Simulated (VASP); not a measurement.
A run of VASP 6.6.1 is set up as follows.

INCAR

```
  PREC = Accurate
  ENCUT = 520
  EDIFF = 1E-7
  ISMEAR = -1
  SIGMA = 0.1
  LREAL = F
  LASPH = T
  NELM = 100
  ALGO = Normal
  ISIF = 2
  LWAVE = F
  LCHARG = T
  GGA = RP
  LELF = T
  LVHAR = T
  NBANDS = 22
```

KPOINTS

```
regular mesh
0
Gamma
  15 15 8
```

Contents of POSCAR:

```
Rh
1.0
    2.8141685585      0.0000000000      0.0000000000
   -1.4070842792      2.4371414623      0.0000000000
    0.0000000000      0.0000000000      4.5331440040
Rh
2
Direct
    0.3333333333      0.6666666667      0.2500000000
    0.6666666667      0.3333333333      0.7500000000
```

Potentials or basis: VASP PAW PBE potentials, release 64 (Rh_pv).

Launch:

```sh
$ cat potpaw_PBE.64/Rh_pv/POTCAR > POTCAR
$ mpirun -np 1 vasp_std > vasp.out
```

Q: Predict the band gap on the k mesh.

A: Zero (band 15 reaches 10.46 eV, above the bottom of band 16 at 8.57 eV).

Q: What does it give for the pressure?

A: -14.5 GPa.

Stress tensor (GPa, compression positive):
```
-14.27   0.00   0.00
  0.00 -14.27   0.00
  0.00   0.00 -14.93
```

Caveat: the PAW data sets were made with another functional, which shifts forces and pressure a little.
